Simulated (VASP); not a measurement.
A run of VASP 6.6.1 is set up as follows.

Contents of POSCAR:

```
NaHF2
1.0
    1.6420229563      0.9480223958      4.5228989313
   -1.6420229563      0.9480223958      4.5228989313
    0.0000000000     -1.8960447916      4.5228989313
Na H F
1 1 2
Direct
    0.0000000000      0.0000000000      0.0000000000
    0.5000000000      0.5000000000      0.5000000000
    0.4100000000      0.4100000000      0.4100000000
    0.5900000000      0.5900000000      0.5900000000
```

INCAR.step1

```
SYSTEM = NaHF2
PREC = Accurate ; ENCUT = 520
ISMEAR = 0 ; SIGMA = 0.05
LREAL = .FALSE. ; LASPH = .TRUE.
NELM = 80 ; NBANDS = 19
GGA = PE ; ALGO = Normal
EDIFF = 1E-4 ; LWAVE = .TRUE.
LCHARG = .FALSE.
```

Contents of INCAR.step2:

```
SYSTEM = NaHF2
PREC = Accurate ; ENCUT = 520
EDIFF = 1E-6 ; ISMEAR = 0
SIGMA = 0.05 ; LREAL = .FALSE.
LASPH = .TRUE. ; NELM = 80
ALGO = Normal ; ISIF = 2
LWAVE = .FALSE. ; LCHARG = .TRUE.
METAGGA = R2SCAN ; LMIXTAU = .TRUE.
LELF = .TRUE. ; LVHAR = .TRUE.
NBANDS = 19 ; ISTART = 1
```

The input KPOINTS:

```
regular mesh
0
G
  12 12 12
  0 0 0
```

Potentials or basis: VASP PAW PBE potentials, release 64 (Na_pv, H, F).

Command:

```bash
$ cat potpaw_PBE.64/Na_pv/POTCAR potpaw_PBE.64/H/POTCAR potpaw_PBE.64/F/POTCAR > POTCAR
$ cp INCAR.step1 INCAR
$ mpirun -np 1 vasp_std > vasp.out
$ cp INCAR.step2 INCAR
$ mpirun -np 1 vasp_std > vasp.out
```

(1) Predict the largest force.

(2) Predict the pressure.

## Answers

(1) 2.434 eV/Å.

(2) 0.6 GPa.

Caveat: the cell differs from its parent crystal (strain -0.050 along x and y, -0.025 along z); the stress differs along the axes, from -11 to 6 GPa; the PAW data sets were made with another functional, which shifts forces and pressure a little.
